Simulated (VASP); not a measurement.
Input of a VASP 6.6.1 run:

INCAR

```
SYSTEM = Ag
PREC = Accurate
ENCUT = 520
EDIFF = 1E-6
ISMEAR = 0
SIGMA = 0.15
LREAL = .FALSE.
LASPH = .TRUE.
NELM = 100
ALGO = Fast
ISIF = 2
LWAVE = .FALSE.
LCHARG = .FALSE.
GGA = PS
NBANDS = 42
```

File KPOINTS:

```
regular mesh
0
G
  24 24 5
  0 0 0
```

Contents of POSCAR:

```
Ag
1.0
   -2.8670626753      0.0000000000      0.0000000000
   -1.4335313377     -2.4829491111      0.0000000000
    0.0000000000      0.0000000000     14.5721448197
Ag
6
Direct
    0.3333333333      0.3333333333      0.7242498760
    0.3333333333      0.3333333333      0.0804579020
    0.3333333333      0.3333333333      0.4023538890
    0.6666666667      0.6666666667      0.8851978695
    0.6666666667      0.6666666667      0.2414058955
    0.6666666667      0.6666666667      0.5633018825
```

Potentials or basis: VASP PAW PBE potentials, release 64 (Ag).

The run is started by

```console
$ cat potpaw_PBE.64/Ag/POTCAR > POTCAR
$ mpirun -np 1 vasp_std > vasp.out
```

**Question.** What does it give for the band gap on the k mesh?

**Answer.** Zero (bands 33 and 34 overlap by 6.53 eV).

**Question.** Estimate the pressure.

**Answer.** -2.3 GPa.

**Question.** Estimate the largest force.

**Answer.** 0.581 eV/Å.

Stress tensor (GPa, compression positive):
```
-1.80  0.00  0.00
 0.00 -1.80  0.00
 0.00  0.00 -3.17
```

Caveat: the cell differs from its parent crystal (the distance across one plane changed); the PAW data sets were made with another functional, which shifts forces and pressure a little.
